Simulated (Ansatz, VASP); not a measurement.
# Sn3PbS4 in VASP and in Ansatz

```
CELL_PARAMETERS angstrom
6.22528 -4.14164 0.00768
6.22528 4.14164 0.00768
-1.23702 0.00000 4.01478
ATOMIC_POSITIONS crystal
Sn 0.50313 0.01029 0.93911
Sn 0.99590 0.99590 0.60914
Sn 0.01029 0.50313 0.93911
Pb 0.50456 0.50456 0.60677
S 0.21839 0.72836 0.06862
S 0.77585 0.77585 0.38588
S 0.27462 0.27462 0.38517
S 0.72836 0.21839 0.06862
```

Change from the starting cell: the structure that the rattled cell fell into.

Alike in both runs: functional PBE; k mesh 4 × 4 × 8; occupations gaussian, width 0.02 eV; no spin polarisation.

Ansatz relaxed the structure, and its values are those at the end. VASP's run is a single point on that final structure, the one shown.

|  | VASP | Ansatz |
| --- | --- | --- |
| version | VASP 6.6.1 | Ansatz 0.2.0 |
| potentials or method | VASP PAW PBE potentials, release 64 (Sn_d, Pb_d, S), cutoff 520 eV | scalar-relativistic, plane waves, PAW |
| valence electrons in the cell | 80 | 80 |

Ansatz gave:

* gap on the k mesh at the Fermi level (eV): 0.65
* least direct gap on the mesh (eV): 0.99
* pressure (GPa): 0.0
* rms of the force components (eV/Å): 0.003

Problem. Estimate VASP's values.

Solution. gap on the k mesh at the Fermi level (eV): 0.64; least direct gap on the mesh (eV): 0.98; pressure (GPa): -0.1; rms of the force components (eV/Å): 0.003.

The functional is the same, so the differences come from potentials, cutoffs and numerics.

Neither program's run includes spin-orbit coupling.
